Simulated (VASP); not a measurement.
# Li2O (m.b) (Fm-3m) in VASP: single point with PBE

Aim: the single point of Li2O (m.b) with PBE.

Program: VASP 6.6.1. These are calculated values, not measurements. Logs are shortened: lines on timing, memory, paths and dates and some standing lists are left out, and cuts for length are marked.

### 1 The cell of the first run

It takes space group Fm-3m (No. 225, cubic). Conventional cell: a = 4.625 Å, b = 4.625 Å, c = 4.625 Å, α = 90.00°, β = 90.00°, γ = 90.00°. O (site symmetry m-3m) has 8 Li at 2.00 Å within 2.7 Å. Within 2.7 Å of Li (site symmetry -43m) lie 4 O at 2.00 Å and 6 Li at 2.31 Å.

### 2 Single point, PBE

Input file INCAR:

```
SYSTEM = Li2O
PREC     = Accurate       ! precision mode
ENCUT    = 750            ! plane-wave cutoff, eV
EDIFF    = 1E-6           ! SCF threshold, eV
ISMEAR   = 0              ! smearing method
SIGMA    = 0.02           ! smearing width, eV
LREAL    = .FALSE.        ! projectors in reciprocal space
LASPH    = .TRUE.         ! aspherical terms in the spheres
NELM     = 120            ! most SCF steps
ALGO     = Normal         ! electronic algorithm
ISIF     = 2              ! what is computed and relaxed
LWAVE    = .FALSE.        ! write WAVECAR
LCHARG   = .FALSE.        ! write CHGCAR
GGA      = PE             ! functional
NBANDS   = 13             ! bands
GGA_COMPAT= .FALSE.
```

Input file KPOINTS:

```
Automatic mesh
0
G
  8 8 8
  0 0 0
```

Input file POSCAR:

```
Li2O
1.0
    0.0000000000      2.3124943269      2.3124943269
    2.3124943269      0.0000000000      2.3124943269
    2.3124943269      2.3124943269      0.0000000000
O Li
1 2
Direct
    0.0000000000      0.0000000000      0.0000000000
    0.2500000000      0.2500000000      0.2500000000
    0.7500000000      0.7500000000      0.7500000000
```

Potentials or basis: VASP PAW PBE potentials, release 64 (O, Li_sv).

Run with:

```
$ cat potpaw_PBE.64/O/POTCAR potpaw_PBE.64/Li_sv/POTCAR > POTCAR
$ mpirun -np 1 vasp_std > vasp.out
```

OUTCAR:

```text
SYSTEM = Li2O
   PREC = Accurate
   ENCUT = 750
   EDIFF = 1E-6
   ISMEAR = 0
   LREAL = .FALSE.
   LASPH = .TRUE.
   NELM = 120
   ISIF = 2
   GGA = PE

 ion  position               nearest neighbor table
   1  0.000  0.000  0.000-   2 2.00   3 2.00   3 2.00   3 2.00   3 2.00   2 2.00   2 2.00   2 2.00

   2  0.250  0.250  0.250-   1 2.00   1 2.00   1 2.00   1 2.00   3 2.31   3 2.31   3 2.31   3 2.31
                             3 2.31   3 2.31
   3  0.750  0.750  0.750-   1 2.00   1 2.00   1 2.00   1 2.00   2 2.31   2 2.31   2 2.31   2 2.31
                             2 2.31   2 2.31

  LATTYP: Found a face centered cubic cell.
 ALAT       =     4.6249886538

  Lattice vectors:

 A1 = (   0.0000000000,   2.3124943269,   2.3124943269)
 A2 = (   2.3124943269,   0.0000000000,   2.3124943269)
 A3 = (   2.3124943269,   2.3124943269,   0.0000000000)

Analysis of symmetry for initial positions (statically):
=====================================================================
 Subroutine PRICEL returns:
 Original cell was already a primitive cell.

 Routine SETGRP: Setting up the symmetry group for a
 face centered cubic supercell.

 Subroutine GETGRP returns: Found 48 space group operations
 (whereof 48 operations were pure point group operations)
 out of a pool of 48 trial point group operations.

The static configuration has the point symmetry O_h .

Analysis of symmetry for dynamics (positions and initial velocities):
=====================================================================
 Subroutine PRICEL returns:
 Original cell was already a primitive cell.

 Routine SETGRP: Setting up the symmetry group for a
 face centered cubic supercell.

 Subroutine GETGRP returns: Found 48 space group operations
 (whereof 48 operations were pure point group operations)
 out of a pool of 48 trial point group operations.

The dynamic configuration has the point symmetry O_h .

 Subroutine INISYM returns: Found 48 space group operations
 (whereof 48 operations are pure point group operations),
 and found     1 'primitive' translations

----------------------------------------------------------------------------------------

                                     Primitive cell

  volume of cell :      24.7327

  direct lattice vectors                    reciprocal lattice vectors
     0.000000000  2.312494327  2.312494327    -0.216216747  0.216216747  0.216216747
     2.312494327  0.000000000  2.312494327     0.216216747 -0.216216747  0.216216747
     2.312494327  2.312494327  0.000000000     0.216216747  0.216216747 -0.216216747

[... 93 lines left out ...]
   POTIM  = 0.5000    time-step for ionic-motion
   TEBEG  =    0.0;   TEEND  =   0.0 temperature during run
   PSTRESS=    0.0 pullay stress
   NELECT =      12.0000    total number of electrons
   NUPDOWN=      -1.0000    fix difference up-down
   EMIN   =  10.00;   EMAX   =-10.00  energy-range for DOS
   EFERMI =   0.00;   METHOD = LEGACY
   ISMEAR =     0;   SIGMA  =   0.02  broadening in eV -4-tet -1-fermi 0-gaus
   EFERMI_NEDOS =   21; number of points for ismear=-14 and -15
   IALGO  =     38    algorithm
   IMIX   =      4    mixing-type and parameters
     AMIX     =   0.40;   BMIX     =  1.00
     AMIX_MAG =   1.60;   BMIX_MAG =  1.00
  volume/ion in A,a.u.               =       8.24        55.63
  Fermi-wavevector in a.u.,A,eV,Ry     =   1.286406  2.430954 22.515455  1.654839
  Thomas-Fermi vector in A             =   2.418482
   LORBIT       =      0    0 simple, 1 ext, 2 COOP (PROOUT), +10 PAW based schemes
   GGA     = PE    functional components
   LHFCALC =     F    Hartree Fock is set to
   AEXX    =    0.0000 exact exchange contribution
   IVDW    =     0    specifies the selected vdW correction
   LEPSILON=     F    determine dielectric tensor
   LRPA    =     F    only Hartree local field effects (RPA)
 non-spin polarized calculation
 Gauss-broadening in eV      SIGMA  =   0.02
  energy-cutoff  :      750.00
  volume of cell :       24.73
 maximum number of plane-waves:      1174
 NGX is ok and might be reduce to    30
   NGX = 15   NGY = 15   NGZ = 15

 number of electron      12.0000000 magnetization

 Free energy of the ion-electron system (eV)
  ---------------------------------------------------
  ext. energy  EPLUGINS =         0.00000000
  ---------------------------------------------------
  free energy    TOTEN  =       -14.35620959 eV

  energy without entropy =      -14.35620959  energy(sigma->0) =      -14.35620959

 E-fermi :   1.4643     XC(G=0):  -9.7375

 val. band max:        1.3150150738   @ k =   0.0000   0.0000   0.0000
 cond. band min:       6.2869720228   @ k =   0.5000   0.5000   0.0000
 fundamental gap:      4.9719569489
 Fermi energy:         1.4642885508

 k-point     1 :       0.0000    0.0000    0.0000
  band No.  band energies     occupation
      1     -41.6747      2.00000
      2     -41.3488      2.00000
      3     -14.1279      2.00000
      4       1.3150      2.00000
      5       1.3150      2.00000
      6       1.3150      2.00000
      7       6.5555      0.00000
      8      13.2322      0.00000
      9      13.2322      0.00000
     10      13.2322      0.00000
     11      20.2787      0.00000
     12      20.2787      0.00000
     13      20.2787      0.00000
[... 354 lines left out ...]
  band No.  band energies     occupation
      1     -41.4969      2.00000
      2     -41.4964      2.00000
      3     -13.8722      2.00000
      4      -1.1342      2.00000
      5       0.3138      2.00000
      6       0.5120      2.00000
      7       9.2537      0.00000
      8      11.5355      0.00000
      9      14.3465      0.00000
     10      14.6919      0.00000
     11      18.8064      0.00000
     12      19.1766      0.00000
     13      24.2581      0.00000

 [... further k-points ...]
[... 5 lines left out ...]
  --------------------------------------------------------------------------------------
  -------------------------------------------------------------------------------------
  Total       -0.0429677     -0.0429677     -0.0429677     -0.0000000     -0.0000000      0.0000000
  in kB       -2.7834335     -2.7834335     -2.7834335     -0.0000000     -0.0000000      0.0000000
  external PRESSURE =      -2.7834335 kB  Pullay stress =       0.0000000 kB

 VOLUME and BASIS-vectors are now :
 -----------------------------------------------------------------------------
  energy-cutoff  :      750.00
  volume of cell :       24.73
      direct lattice vectors                 reciprocal lattice vectors
     0.000000000  2.312494327  2.312494327    -0.216216747  0.216216747  0.216216747
     2.312494327  0.000000000  2.312494327     0.216216747 -0.216216747  0.216216747
     2.312494327  2.312494327  0.000000000     0.216216747  0.216216747 -0.216216747

 POSITION                                       TOTAL-FORCE (eV/Angst)
 -----------------------------------------------------------------------------------
      0.00000      0.00000      0.00000        -0.000000      0.000000      0.000000
      1.15625      1.15625      1.15625        -0.000000     -0.000000     -0.000000
      3.46874      3.46874      3.46874         0.000000      0.000000      0.000000
 -----------------------------------------------------------------------------------
    total drift:                                0.000000     -0.000000      0.000000

  FREE ENERGIE OF THE ION-ELECTRON SYSTEM (eV)
  ---------------------------------------------------
  free  energy   TOTEN  =       -14.3562095893 eV

  energy  without entropy=      -14.3562095893  energy(sigma->0) =      -14.35620959
```

OSZICAR:

```text
N       E                     dE             d eps       ncg     rms          rms(c)
DAV:   1     0.553541984780E+02    0.55354E+02   -0.71855E+03   754   0.126E+03
DAV:   2    -0.102179102923E+02   -0.65572E+02   -0.62539E+02   914   0.263E+02
DAV:   3    -0.160624574483E+02   -0.58445E+01   -0.57931E+01  1411   0.556E+01
DAV:   4    -0.161296119638E+02   -0.67155E-01   -0.67151E-01   873   0.704E+00
DAV:   5    -0.161300332510E+02   -0.42129E-03   -0.42128E-03  1078   0.481E-01    0.747E+00
DAV:   6    -0.143927674279E+02    0.17373E+01   -0.83913E+00   794   0.153E+01    0.285E+00
DAV:   7    -0.143589772374E+02    0.33790E-01   -0.19240E-01   932   0.304E+00    0.150E+00
DAV:   8    -0.143578822720E+02    0.10950E-02   -0.68956E-02   937   0.258E+00    0.445E-01
DAV:   9    -0.143558204401E+02    0.20618E-02   -0.59354E-03   932   0.649E-01    0.135E-01
DAV:  10    -0.143562341982E+02   -0.41376E-03   -0.92004E-04   889   0.232E-01    0.564E-02
DAV:  11    -0.143562078541E+02    0.26344E-04   -0.48265E-05  1001   0.747E-02    0.135E-02
DAV:  12    -0.143562099135E+02   -0.20594E-05   -0.62762E-06   921   0.247E-02    0.630E-03
DAV:  13    -0.143562095893E+02    0.32418E-06   -0.24610E-06   959   0.135E-02
   1 F= -.14356210E+02 E0= -.14356210E+02  d E =-.423885E-28
```

stdout:

```text
POSCAR found type information on POSCAR O Li
 POSCAR found :  2 types and       3 ions
 scaLAPACK will be used
 LDA part: xc-table for (Slater+PW92), standard interpolation
 POSCAR, INCAR and KPOINTS ok, starting setup
 FFT: planning ... GRIDC
 FFT: planning ... GRID_SOFT
 FFT: planning ... GRID
 WAVECAR not read
 entering main loop
```

Wall time 23 s (1 thread of AMD EPYC 7R43 (Zen 3), shared host); peak memory 0.12 GiB.

Results:

- Free energy: -14.3562 eV
- Pressure: -0.3 GPa
- Band gap on the k mesh: 4.97 eV, indirect (least direct gap 5.24 eV)
